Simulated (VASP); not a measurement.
# Ca (I4/mmm) in VASP: single point with r2SCAN

Aim: the single point of Ca with r2SCAN.

Everything below comes from runs of VASP 6.6.1. Logs are shortened: lines on timing, memory, paths and dates and some standing lists are left out, and cuts for length are marked.

## (1) The cell of the first run

The structure is tetragonal, space group I4/mmm (No. 139). The conventional cell has a = 4.480 Å, b = 4.480 Å, c = 4.659 Å, α = 90.00°, β = 90.00°, γ = 90.00°. Within 5.2 Å of Ca (site symmetry 4/mmm) lie 14 Ca at 3.93 to 4.66 Å.

## (2) Single point, r2SCAN (strain +0.0400 x Voigt [0, 1, 0, 0, 0, 0])

POSCAR reads:

```
Ca
1.0
   -2.2400000000      2.3296000000      2.2400000000
    2.2400000000     -2.3296000000      2.2400000000
    2.2400000000      2.3296000000     -2.2400000000
Ca
1
Direct
    0.0000000000      0.0000000000      0.0000000000
```

INCAR.step1 reads:

```
PREC = Accurate ; ENCUT = 550
ISMEAR = 0 ; SIGMA = 0.15
LREAL = F ; LASPH = T
NELM = 120 ; NBANDS = 11
GGA = PE ; ALGO = Normal
EDIFF = 1E-5 ; LWAVE = T
LCHARG = F ; GGA_COMPAT = F
```

INCAR.step2 reads:

```
PREC = Accurate ; ENCUT = 550
EDIFF = 1E-6 ; ISMEAR = 0
SIGMA = 0.15 ; LREAL = F
LASPH = T ; NELM = 120
ALGO = Normal ; ISIF = 2
LWAVE = F ; LCHARG = F
METAGGA = R2SCAN ; LMIXTAU = T
NBANDS = 11 ; ISTART = 1
GGA_COMPAT = F
```

KPOINTS reads:

```
regular mesh
0
Gamma
  16 16 16
```

Potentials or basis: VASP PAW PBE potentials, release 64 (Ca_sv).

Command:

```
cat potpaw_PBE.64/Ca_sv/POTCAR > POTCAR
cp INCAR.step1 INCAR
mpirun -np 1 vasp_std > vasp.out
cp INCAR.step2 INCAR
mpirun -np 1 vasp_std > vasp.out
```

OUTCAR:

```text
PREC = Accurate
   ENCUT = 550
   EDIFF = 1E-6
   ISMEAR = 0
   LREAL = F
   LASPH = T
   NELM = 120
   ISIF = 2
   METAGGA = R2SCAN
   ISTART = 1

 ion  position               nearest neighbor table
   1  0.000  0.000  0.000-

  LATTYP: Found a body centered tetragonal cell.
 ALAT       =     4.4800000000
 C/A-ratio  =     1.0400000000

  Lattice vectors:

 A1 = (  -2.2400000000,  -2.3296000000,   2.2400000000)
 A2 = (   2.2400000000,  -2.3296000000,  -2.2400000000)
 A3 = (   2.2400000000,   2.3296000000,   2.2400000000)

Analysis of symmetry for initial positions (statically):
=====================================================================
 Subroutine PRICEL returns:
 Original cell was already a primitive cell.

 Routine SETGRP: Setting up the symmetry group for a
 body centered tetragonal supercell.

 Subroutine GETGRP returns: Found 16 space group operations
 (whereof 16 operations were pure point group operations)
 out of a pool of 16 trial point group operations.

The static configuration has the point symmetry D_4h.

Analysis of symmetry for dynamics (positions and initial velocities):
=====================================================================
 Subroutine PRICEL returns:
 Original cell was already a primitive cell.

 Routine SETGRP: Setting up the symmetry group for a
 body centered tetragonal supercell.

 Subroutine GETGRP returns: Found 16 space group operations
 (whereof 16 operations were pure point group operations)
 out of a pool of 16 trial point group operations.

The dynamic configuration has the point symmetry D_4h.

 Subroutine INISYM returns: Found 16 space group operations
 (whereof 16 operations are pure point group operations),
 and found     1 'primitive' translations

----------------------------------------------------------------------------------------

                                     Primitive cell

  volume of cell :      46.7560

  direct lattice vectors                    reciprocal lattice vectors
    -2.240000000  2.329600000  2.240000000     0.000000000  0.214629121  0.223214286
     2.240000000 -2.329600000  2.240000000     0.223214286  0.000000000  0.223214286
     2.240000000  2.329600000 -2.240000000     0.223214286  0.214629121  0.000000000

  length of vectors
     3.932205000  3.932205000  3.932205000     0.309661552  0.315672670  0.309661552

  position of ions in fractional coordinates (direct lattice)
     0.000000000  0.000000000  0.000000000
[... 81 lines left out ...]
   NFREE  =      0    steps in history (QN), initial steepest desc. (CG)
   ISIF   =      2    stress and relaxation
   ISYM   =      2    0-nonsym 1-usesym 2-fastsym
   POTIM  = 0.5000    time-step for ionic-motion
   TEBEG  =    0.0;   TEEND  =   0.0 temperature during run
   PSTRESS=    0.0 pullay stress
   NELECT =      10.0000    total number of electrons
   NUPDOWN=      -1.0000    fix difference up-down
   EMIN   =  10.00;   EMAX   =-10.00  energy-range for DOS
   EFERMI =   0.00;   METHOD = LEGACY
   ISMEAR =     0;   SIGMA  =   0.15  broadening in eV -4-tet -1-fermi 0-gaus
   EFERMI_NEDOS =   21; number of points for ismear=-14 and -15
   IALGO  =     38    algorithm
   IMIX   =      4    mixing-type and parameters
     AMIX     =   0.40;   BMIX     =  1.00
     AMIX_MAG =   1.60;   BMIX_MAG =  1.00
  volume/ion in A,a.u.               =      46.76       315.53
  Fermi-wavevector in a.u.,A,eV,Ry     =   0.979029  1.850097 13.041163  0.958498
  Thomas-Fermi vector in A             =   2.109851
   LORBIT       =      0    0 simple, 1 ext, 2 COOP (PROOUT), +10 PAW based schemes
   METAGGA = R2SCAN    functional components
   LHFCALC =     F    Hartree Fock is set to
   AEXX    =    0.0000 exact exchange contribution
   IVDW    =     0    specifies the selected vdW correction
   LEPSILON=     F    determine dielectric tensor
   LRPA    =     F    only Hartree local field effects (RPA)
 non-spin polarized calculation
 Gauss-broadening in eV      SIGMA  =   0.15
  energy-cutoff  :      550.00
  volume of cell :       46.76
 maximum number of plane-waves:      1401
   NGX = 15   NGY = 15   NGZ = 15

 number of electron       9.9999999 magnetization

 Free energy of the ion-electron system (eV)
  ---------------------------------------------------
  ext. energy  EPLUGINS =         0.00000000
  ---------------------------------------------------
  free energy    TOTEN  =        -7.01339041 eV

  energy without entropy =       -6.99847118  energy(sigma->0) =       -7.00593080

 E-fermi :   1.6496     XC(G=0):  -7.8904

 val. band max:        1.6454490595   @ k =   0.1250   0.3750   0.1250
 cond. band min:       1.6576990494   @ k =  -0.3750  -0.3750   0.0625
 fundamental gap:      0.0122499898
 Fermi energy:         1.6496430319

 k-point     1 :       0.0000    0.0000    0.0000
  band No.  band energies     occupation
      1     -42.4344      2.00000
      2     -22.4706      2.00000
      3     -22.4706      2.00000
      4     -22.4679      2.00000
      5      -2.4897      2.00000
      6       4.1133      0.00000
      7       4.1133      0.00000
      8       4.2783      0.00000
      9       5.0507      0.00000
     10       5.2488      0.00000
     11      11.6767      0.00000
[... 309 lines left out ...]
 k-point    24 :      -0.1250    0.0625    0.0000
  band No.  band energies     occupation
      1     -42.4333      2.00000
      2     -22.4809      2.00000
      3     -22.4732      2.00000
      4     -22.4698      2.00000
      5      -2.2888      2.00000
      6       4.0140      0.00000
      7       4.0607      0.00000
      8       4.3714      0.00000
      9       4.9198      0.00000
     10       5.2414      0.00000
     11      11.4174      0.00000

 [... further k-points ...]

------------------------ aborting loop because EDIFF is reached ----------------------------------------

  FORCE on cell =-STRESS in cart. coord.  units (eV):
  Direction    XX          YY          ZZ          XY          YZ          ZX
  --------------------------------------------------------------------------------------
  -------------------------------------------------------------------------------------
  Total       -0.3429768     -0.3374963     -0.3429768      0.0000000      0.0000000      0.0000000
  in kB      -11.7527092    -11.5649102    -11.7527092      0.0000000      0.0000000      0.0000000
  external PRESSURE =     -11.6901095 kB  Pullay stress =       0.0000000 kB

 VOLUME and BASIS-vectors are now :
 -----------------------------------------------------------------------------
  energy-cutoff  :      550.00
  volume of cell :       46.76
      direct lattice vectors                 reciprocal lattice vectors
    -2.240000000  2.329600000  2.240000000     0.000000000  0.214629121  0.223214286
     2.240000000 -2.329600000  2.240000000     0.223214286  0.000000000  0.223214286
     2.240000000  2.329600000 -2.240000000     0.223214286  0.214629121  0.000000000

 POSITION                                       TOTAL-FORCE (eV/Angst)
 -----------------------------------------------------------------------------------
      0.00000      0.00000      0.00000        -0.000000      0.000000     -0.000000
 -----------------------------------------------------------------------------------
    total drift:                               -0.000000     -0.000000      0.000000

  FREE ENERGIE OF THE ION-ELECTRON SYSTEM (eV)
  ---------------------------------------------------
  free  energy   TOTEN  =        -7.0133904130 eV

  energy  without entropy=       -6.9984711795  energy(sigma->0) =       -7.00593080
```

OSZICAR.step1:

```text
N       E                     dE             d eps       ncg     rms          rms(c)
DAV:   1     0.685017301827E+02    0.68502E+02   -0.50968E+03  7678   0.845E+02
DAV:   2    -0.235239785295E+00   -0.68737E+02   -0.68143E+02  8395   0.210E+02
DAV:   3    -0.182881133715E+01   -0.15936E+01   -0.15734E+01 11661   0.310E+01
DAV:   4    -0.190122800105E+01   -0.72417E-01   -0.72114E-01 10064   0.526E+00
DAV:   5    -0.190265919183E+01   -0.14312E-02   -0.14310E-02 10836   0.636E-01    0.227E+00
DAV:   6    -0.190023294104E+01    0.24263E-02   -0.10331E-02  9489   0.110E+00    0.139E+00
DAV:   7    -0.190088325063E+01   -0.65031E-03   -0.16865E-02  8402   0.150E+00    0.989E-02
DAV:   8    -0.190050102804E+01    0.38222E-03   -0.16994E-03  9203   0.396E-01    0.210E-02
DAV:   9    -0.190052203580E+01   -0.21008E-04   -0.10500E-04 10356   0.803E-02    0.657E-03
DAV:  10    -0.190052414432E+01   -0.21085E-05   -0.66418E-06  6680   0.228E-02
   1 F= -.19005241E+01 E0= -.18917492E+01  d E =-.175499E-01
```

It took 11 min on 1 thread of AMD EPYC 7R43 (Zen 3), shared host; peak memory 0.28 GiB.

What came out:

```yaml
Free_energy: -7.0134 eV
Pressure: -1.2 GPa
Band_gap_on_the_k_mesh: zero (bands 5 and 6 overlap by 0.61 eV)
```

Levels at points of the mesh, in eV from the Fermi level:
| k point | band 2 | band 3 | band 4 | band 5 | band 6 | band 7 | band 8 | band 9 |
| --- | --- | --- | --- | --- | --- | --- | --- | --- |
| (0.00, 0.00, 0.00) | -24.12 | -24.12 | -24.12 | -4.14 | 2.46 | 2.46 | 2.63 | 3.40 |
| (0.50, 0.00, 0.00) | -24.22 | -24.15 | -24.12 | -0.84 | -0.25 | 1.65 | 3.32 | 3.76 |
| (0.00, 0.50, 0.00) | -24.22 | -24.15 | -24.12 | -0.75 | -0.12 | 1.43 | 3.53 | 3.82 |
| (0.50, 0.50, 0.50) | -24.20 | -24.19 | -24.19 | 0.20 | 0.30 | 3.35 | 3.99 | 3.99 |

Caveat: the cell differs from its parent crystal (strain +0.0400 x Voigt [0, 1, 0, 0, 0, 0]); the PAW data sets were made with another functional, which shifts forces and pressure a little.
